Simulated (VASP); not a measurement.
# PbS in VASP: settings compared, part 2 of 2

VASP 6.6.1. Earlier steps stand in the parts before.

**3. Single point, PBEsol**

INCAR reads:

```
SYSTEM = PbS
ALGO = Normal
EDIFF = 1E-6
ENCUT = 520
GGA = PS
ISIF = 2
ISMEAR = -1
LASPH = .True.
LCHARG = .False.
LREAL = .False.
LWAVE = .False.
NBANDS = 28
NELM = 100
PREC = Accurate
SIGMA = 0.01
```

KPOINTS reads:

```
k-points
0
Gamma
  6 6 2
  0 0 0
```

POSCAR reads:

```
PbS
1.0
    2.9405000000     -2.9000000000      0.0000000000
    2.9405000000      2.9000000000      0.0000000000
   -1.0800550000      0.0000000000     11.7092940000
Pb S
2 2
Direct
    0.7756000000      0.7756000000      0.6363800000
    0.2244000000      0.2244000000      0.3636200000
    0.2684000000      0.2684000000      0.5986000000
    0.7316000000      0.7316000000      0.4014000000
```

Potentials or basis: VASP PAW PBE potentials, release 64 (Pb_d, S).

The run is started by

```
$ cat potpaw_PBE.64/Pb_d/POTCAR potpaw_PBE.64/S/POTCAR > POTCAR
$ mpirun -np 1 vasp_std > vasp.out
```

OUTCAR:

```text
SYSTEM = PbS
   EDIFF = 1E-6
   ENCUT = 520
   GGA = PS
   ISIF = 2
   ISMEAR = -1
   LASPH = .True.
   LREAL = .False.
   NELM = 100
   PREC = Accurate

 ion  position               nearest neighbor table
   1  0.776  0.776  0.636-   4 2.75   3 2.93   3 2.93   3 2.97   3 2.98
   2  0.224  0.224  0.364-   3 2.75   4 2.93   4 2.93   4 2.97   4 2.98
   3  0.268  0.268  0.599-   2 2.75   1 2.93   1 2.93   1 2.97   1 2.98
   4  0.732  0.732  0.401-   1 2.75   2 2.93   2 2.93   2 2.97   2 2.98

  LATTYP: Found a base centered monoclinic cell.
 ALAT       =     5.8810000000
 B/A-ratio  =     0.9862268322
 C/A-ratio  =     1.9994899100
 COS(beta)  =    -0.0918492206

  Lattice vectors:

 A1 = (   2.9405000000,  -2.9000000000,   0.0000000000)
 A2 = (   2.9405000000,   2.9000000000,   0.0000000000)
 A3 = (  -1.0800550000,   0.0000000000,  11.7092940000)

Analysis of symmetry for initial positions (statically):
=====================================================================
 Subroutine PRICEL returns:
 Original cell was already a primitive cell.

 Routine SETGRP: Setting up the symmetry group for a
 base centered monoclinic supercell.

 Subroutine GETGRP returns: Found  4 space group operations
 (whereof  4 operations were pure point group operations)
 out of a pool of  4 trial point group operations.
[... 162 lines left out ...]
  free energy    TOTEN  =       -18.42216849 eV

  energy without entropy =      -18.42216849  energy(sigma->0) =      -18.42216849

 E-fermi :   0.8429     XC(G=0):  -5.9536

 val. band max:        0.6237855670   @ k =   0.0000   0.0000   0.0000
 cond. band min:       1.8731505151   @ k =   0.0000   0.0000   0.5000
 fundamental gap:      1.2493649481
 Fermi energy:         0.8428845904

 k-point     1 :       0.0000    0.0000    0.0000
  band No.  band energies     occupation
      1     -15.6595      2.00000
      2     -15.5718      2.00000
      3     -15.5715      2.00000
      4     -15.5628      2.00000
      5     -15.5336      2.00000
      6     -15.5291      2.00000
[... 733 lines left out ...]
     27       7.4415      0.00000
     28       7.5858      0.00000

 [... further k-points ...]
[... 5 lines left out ...]
  --------------------------------------------------------------------------------------
  -------------------------------------------------------------------------------------
  Total       -1.2584604     -0.2103859     -2.6394740      0.0000000      0.0000000     -0.0126247
  in kB      -10.0964862     -1.6879024    -21.1762024      0.0000000      0.0000000     -0.1012869
  external PRESSURE =     -10.9868637 kB  Pullay stress =       0.0000000 kB

 VOLUME and BASIS-vectors are now :
 -----------------------------------------------------------------------------
  energy-cutoff  :      520.00
  volume of cell :      199.70
      direct lattice vectors                 reciprocal lattice vectors
     2.940500000 -2.900000000  0.000000000     0.170039109 -0.172413793  0.015684258
     2.940500000  2.900000000  0.000000000     0.170039109  0.172413793  0.015684258
    -1.080055000  0.000000000 11.709294000     0.000000000  0.000000000  0.085402245

 POSITION                                       TOTAL-FORCE (eV/Angst)
 -----------------------------------------------------------------------------------
      3.87398      0.00000      7.45156        -0.001449      0.000000     -0.675220
      0.92697      0.00000      4.25773         0.001449      0.000000      0.675220
      0.93194      0.00000      7.00918        -0.003945      0.000000     -0.186612
      3.86901      0.00000      4.70011         0.003945      0.000000      0.186612
 -----------------------------------------------------------------------------------
    total drift:                                0.000000      0.000000      0.000000

  FREE ENERGIE OF THE ION-ELECTRON SYSTEM (eV)
  ---------------------------------------------------
  free  energy   TOTEN  =       -18.4221684945 eV

  energy  without entropy=      -18.4221684945  energy(sigma->0) =      -18.42216849
```

OSZICAR:

```text
N       E                     dE             d eps       ncg     rms          rms(c)
DAV:   1     0.401253164302E+03    0.40125E+03   -0.17734E+04  1488   0.130E+03
DAV:   2     0.322259660544E+02   -0.36903E+03   -0.35820E+03  1520   0.348E+02
DAV:   3    -0.169705205567E+02   -0.49196E+02   -0.48265E+02  1928   0.149E+02
DAV:   4    -0.195438089091E+02   -0.25733E+01   -0.25583E+01  1696   0.396E+01
DAV:   5    -0.196562830214E+02   -0.11247E+00   -0.11243E+00  1960   0.837E+00    0.628E+00
DAV:   6    -0.185023504011E+02    0.11539E+01   -0.28218E+00  2040   0.103E+01    0.381E+00
DAV:   7    -0.184611164610E+02    0.41234E-01   -0.56041E-01  1752   0.301E+00    0.232E+00
DAV:   8    -0.184287175703E+02    0.32399E-01   -0.14923E-01  1972   0.274E+00    0.115E+00
DAV:   9    -0.184214370200E+02    0.72806E-02   -0.38901E-02  1956   0.141E+00    0.284E-01
DAV:  10    -0.184169245262E+02    0.45125E-02   -0.10463E-02  1680   0.389E-01    0.206E-01
DAV:  11    -0.184169768797E+02   -0.52353E-04   -0.30919E-03  1804   0.214E-01    0.123E-01
DAV:  12    -0.184200050671E+02   -0.30282E-02   -0.94750E-04  1716   0.171E-01    0.711E-02
DAV:  13    -0.184215685486E+02   -0.15635E-02   -0.57846E-04  1540   0.104E-01    0.271E-02
DAV:  14    -0.184220088421E+02   -0.44029E-03   -0.88667E-05  1440   0.546E-02    0.255E-02
DAV:  15    -0.184221659660E+02   -0.15712E-03   -0.59192E-05  1504   0.393E-02    0.856E-03
DAV:  16    -0.184221683657E+02   -0.23997E-05   -0.56826E-06  1552   0.138E-02    0.662E-03
DAV:  17    -0.184221684945E+02   -0.12876E-06   -0.47426E-07  1264   0.464E-03
   1 F= -.18422168E+02 E0= -.18422168E+02  d E =-.384878E-11
```

stdout:

```text
POSCAR found type information on POSCAR PbS
 POSCAR found :  2 types and       4 ions
 scaLAPACK will be used
 -----------------------------------------------------------------------------
|                                                                             |
|                                                                             |
|     You enforced a specific xc type in the INCAR file but a different       |
|     I HOPE YOU KNOW WHAT YOU ARE DOING!                                     |
|                                                                             |
 -----------------------------------------------------------------------------

 LDA part: xc-table for (Slater+PW92), standard interpolation
 POSCAR, INCAR and KPOINTS ok, starting setup
 FFT: planning ... GRIDC
 FFT: planning ... GRID_SOFT
 FFT: planning ... GRID
 WAVECAR not read
 entering main loop
```

It took 88 s on 1 thread of Intel Xeon Platinum 8488C (Sapphire Rapids), shared host; peak memory 0.35 GiB.

Results:

```
Free energy            : -18.4222 eV
Largest force          : 0.675 eV/Å
Band gap on the k mesh : 1.25 eV, direct
```

Forces in eV/Å, atoms in the order of the input:
```
Pb  -0.001  0.000 -0.675
Pb   0.001  0.000  0.675
S   -0.004  0.000 -0.187
S    0.004  0.000  0.187
```

Levels at points of the mesh, in eV from the valence-band top:
| k point | band 16 | band 17 | band 18 | band 19 | band 20 | band 21 | band 22 | band 23 | band 24 | band 25 |
| --- | --- | --- | --- | --- | --- | --- | --- | --- | --- | --- |
| (0.00, 0.00, 0.00) | -2.59 | -2.44 | -1.46 | -1.34 | 0.00 | 1.37 | 3.13 | 4.85 | 5.14 | 5.39 |
| (0.50, 0.00, 0.00) | -1.95 | -1.01 | -1.01 | -0.37 | -0.37 | 2.01 | 2.01 | 3.09 | 3.09 | 3.36 |
| (0.50, 0.50, 0.00) | -4.31 | -2.97 | -2.94 | -1.55 | -1.45 | 3.69 | 3.81 | 4.57 | 4.65 | 4.65 |
| (0.00, 0.00, 0.50) | -2.59 | -2.44 | -1.46 | -1.34 | 0.00 | 1.25 | 3.86 | 4.48 | 4.85 | 5.14 |
| (0.50, 0.00, 0.50) | -1.95 | -1.01 | -1.01 | -0.37 | -0.37 | 2.01 | 2.01 | 3.08 | 3.09 | 3.31 |
| (0.50, 0.50, 0.50) | -4.31 | -2.97 | -2.94 | -1.55 | -1.45 | 3.68 | 3.78 | 4.58 | 4.64 | 4.68 |

Caveat: the PAW data sets were made with another functional, which shifts forces and pressure a little; spin-orbit coupling is left out, which moves the levels of the heavy elements.

**4. Single point, LDA**

INCAR reads:

```
SYSTEM = PbS
PREC = Accurate
ENCUT = 520
EDIFF = 1E-6
ISMEAR = -1
SIGMA = 0.01
LREAL = .False.
LASPH = .True.
NELM = 100
ALGO = Normal
ISIF = 2
LWAVE = .False.
LCHARG = .False.
NBANDS = 28
```

KPOINTS reads:

```
regular mesh
0
Gamma
  6 6 2
  0 0 0
```

POSCAR is that of step 3.

Potentials or basis: VASP PAW LDA potentials, release 64 (Pb_d, S).

The run is started by

```
$ cat potpaw_LDA.64/Pb_d/POTCAR potpaw_LDA.64/S/POTCAR > POTCAR
$ mpirun -np 1 vasp_std > vasp.out
```

Run time: 95 s. Hardware: 1 thread of Intel Xeon Platinum 8488C (Sapphire Rapids), shared host; peak memory 0.3 GiB.

The run converged. Its results:

- Free energy: -19.3310 eV
- Largest force: 0.812 eV/Å
- Band gap on the k mesh: 1.17 eV, direct

Forces on the atoms (eV/Å):
```
Pb  -0.001  0.000 -0.812
Pb   0.001  0.000  0.812
S   -0.004  0.000 -0.265
S    0.004  0.000  0.265
```

Levels at points of the mesh, in eV from the valence-band top:
| k point | band 17 | band 18 | band 19 | band 20 | band 21 | band 22 | band 23 | band 24 |
| --- | --- | --- | --- | --- | --- | --- | --- | --- |
| (0.00, 0.00, 0.00) | -2.45 | -1.47 | -1.35 | 0.00 | 1.27 | 3.17 | 4.83 | 5.06 |
| (0.50, 0.00, 0.00) | -1.01 | -1.01 | -0.38 | -0.38 | 1.95 | 1.95 | 3.01 | 3.01 |
| (0.50, 0.50, 0.00) | -2.99 | -2.96 | -1.56 | -1.45 | 3.62 | 3.74 | 4.49 | 4.56 |
| (0.00, 0.00, 0.50) | -2.45 | -1.47 | -1.35 | 0.00 | 1.17 | 3.79 | 4.63 | 4.83 |
| (0.50, 0.00, 0.50) | -1.01 | -1.01 | -0.38 | -0.38 | 1.95 | 1.95 | 3.01 | 3.01 |
| (0.50, 0.50, 0.50) | -2.99 | -2.96 | -1.56 | -1.45 | 3.62 | 3.72 | 4.50 | 4.55 |

Caveat: spin-orbit coupling is left out, which moves the levels of the heavy elements.

**5. Summary**

```csv
level,potentials or basis,gap on the mesh (eV),largest force (eV/Å)
BLYP,"VASP PAW PBE potentials, release 64 (Pb_d, S)",1.18,0.10
PBEsol,"VASP PAW PBE potentials, release 64 (Pb_d, S)",1.25,0.68
LDA,"VASP PAW LDA potentials, release 64 (Pb_d, S)",1.17,0.81
```

Alike in all rows: task single point; no spin polarisation; cell as given; k mesh 6 × 6 × 2; cutoff (eV) 520; smearing fermi-dirac 0.01 eV.

Caveats: spin-orbit coupling is left out, which moves the levels of the heavy elements; the PAW data sets were made with another functional, which shifts forces and pressure a little (some runs).

Absolute energies hang on the potentials; compare differences alone.
